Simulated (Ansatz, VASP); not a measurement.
# HfO2 in VASP and in Ansatz

Contents of INCAR:

```
SYSTEM = HfO2
PREC = Accurate
ENCUT = 520
EDIFF = 1E-7
ISMEAR = -1
SIGMA = 0.05
LREAL = .FALSE.
LASPH = .TRUE.
NELM = 100
ALGO = Normal
ISIF = 2
LWAVE = .FALSE.
LCHARG = .FALSE.
GGA = PE
NBANDS = 18
```

KPOINTS

```
regular mesh
0
G
  9 9 9
  0 0 0
```

POSCAR

```
HfO2
1.0
    0.0000000000      2.5052914730      2.5052914730
    2.5052914730      0.0000000000      2.5052914730
    2.5052914730      2.5052914730      0.0000000000
Hf O
1 2
Direct
    0.0000000000      0.0000000000      0.0000000000
    0.7500000000      0.7500000000      0.7500000000
    0.2500000000      0.2500000000      0.2500000000
```

input.yaml

```yaml
crystal:
  lattice:
    - [0.0, 2.505291473, 2.505291473]
    - [2.505291473, 0.0, 2.505291473]
    - [2.505291473, 2.505291473, 0.0]
  atoms:
    - { symbol: Hf, position: [0.0, 0.0, 0.0] }
    - { symbol: O, position: [0.75, 0.75, 0.75] }
    - { symbol: O, position: [0.25, 0.25, 0.25] }
kpoints:
  mp_grid: { grid: [9, 9, 9] }
scf:
  occupations: { method: fermi_dirac, width: 0.05 }
hamiltonian:
  xc: pbe
  pseudopotentials: { kind: all_electron, lapw: { basis_error: 0.001 } }
output:
  forces: true
  stress: true
  eigenvalues: true
```

Change from the starting cell: volume scaled by 0.94.

Alike in both runs: task single point; functional PBE; k mesh 9 × 9 × 9; occupations fermi-dirac, width 0.05 eV; no spin polarisation.

```csv
,VASP,Ansatz
version,VASP 6.6.1,Ansatz 0.2.0
potentials or method,"VASP PAW PBE potentials, release 64 (Hf_pv, O), cutoff 520 eV","all-electron LAPW, scalar-relativistic"
```

Ansatz gave:

| Item | Value |
| --- | --- |
| gap on the k mesh at the Fermi level (eV) | 3.98 |
| least direct gap on the mesh (eV) | 4.10 |
| pressure (GPa) | 14.2 |

Q: Which values does VASP return?

A: gap on the k mesh at the Fermi level (eV): 4.01; least direct gap on the mesh (eV): 4.13; pressure (GPa): 10.0.

One of these differences is far larger than is usual between the two programs; its cause wasn't traced. Ansatz ran all-electron here, and VASP with PAW potentials.

Spin-orbit coupling is off throughout.
